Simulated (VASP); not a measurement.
A run of VASP 6.6.1 is set up as follows.

File POSCAR:

```
Al3GaN4
1.0
    5.2899863097      0.0000000000      0.0000609631
    0.0000000000      3.2811962670      0.0000000000
   -0.0034552792      0.0000000000      5.4103929785
Al Ga N
3 1 4
Direct
    0.5002216619      0.5000000000      0.1672550744
    0.0006683707      0.5000000000      0.8349019373
    0.0010043252      0.0000000000      0.3316444639
    0.4994946877      0.0000000000      0.6662044643
    0.1107069788      0.0000000000      0.6663170124
    0.1226755896      0.5000000000      0.1671322917
    0.6254135998      0.5000000000      0.8406810066
    0.6234137862      0.0000000000      0.3258647496
```

Contents of INCAR.step1:

```
SYSTEM = Al3GaN4
ALGO     = Normal         ! electronic algorithm
EDIFF    = 1E-4           ! SCF threshold, eV
ENCUT    = 520            ! plane-wave cutoff, eV
GGA      = PE             ! functional
ISMEAR   = 0              ! smearing method
LASPH    = .True.         ! aspherical terms in the spheres
LCHARG   = .False.        ! write CHGCAR
LREAL    = .False.        ! projectors in reciprocal space
LWAVE    = .True.         ! write WAVECAR
NBANDS   = 31             ! bands
NELM     = 100            ! most SCF steps
PREC     = Accurate       ! precision mode
SIGMA    = 0.05           ! smearing width, eV
```

Contents of INCAR.step2:

```
SYSTEM = Al3GaN4
ALGO     = Normal         ! electronic algorithm
EDIFF    = 1E-6           ! SCF threshold, eV
ENCUT    = 520            ! plane-wave cutoff, eV
ISIF     = 2              ! what is computed and relaxed
ISMEAR   = 0              ! smearing method
ISTART   = 1            
LASPH    = .True.         ! aspherical terms in the spheres
LCHARG   = .False.        ! write CHGCAR
LMIXTAU  = .True.       
LREAL    = .False.        ! projectors in reciprocal space
LWAVE    = .False.        ! write WAVECAR
METAGGA  = R2SCAN         ! meta-GGA
NBANDS   = 31             ! bands
NELM     = 100            ! most SCF steps
PREC     = Accurate       ! precision mode
SIGMA    = 0.05           ! smearing width, eV
```

KPOINTS

```
k-points
0
Gamma
  6 8 4
  0 0 0
```

Potentials or basis: VASP PAW PBE potentials, release 64 (Al, Ga_d, N).

Command:

```bash
$ cat potpaw_PBE.64/Al/POTCAR potpaw_PBE.64/Ga_d/POTCAR potpaw_PBE.64/N/POTCAR > POTCAR
$ cp INCAR.step1 INCAR
$ mpirun -np 1 vasp_std > vasp.out
$ cp INCAR.step2 INCAR
$ mpirun -np 1 vasp_std > vasp.out
```

Question: What does it give for the pressure?

Answer: -16.3 GPa.

Question: What does it give for the largest force?

Answer: 0.447 eV/Å.

Question: Predict the band gap on the k mesh.

Answer: 3.26 eV.

Forces in eV/Å, atoms in the order of the input:
```
Al  -0.144  0.000  0.257
Al  -0.210  0.000 -0.282
Al  -0.159  0.000 -0.256
Ga  -0.124  0.000  0.335
N    0.076  0.000  0.376
N    0.162  0.000  0.311
N    0.248  0.000 -0.321
N    0.151  0.000 -0.421
```

Caveat: the cell differs from its parent crystal (strain +0.050 along x and y, +0.000 along z); the cell stands under tension; the PAW data sets were made with another functional, which shifts forces and pressure a little.
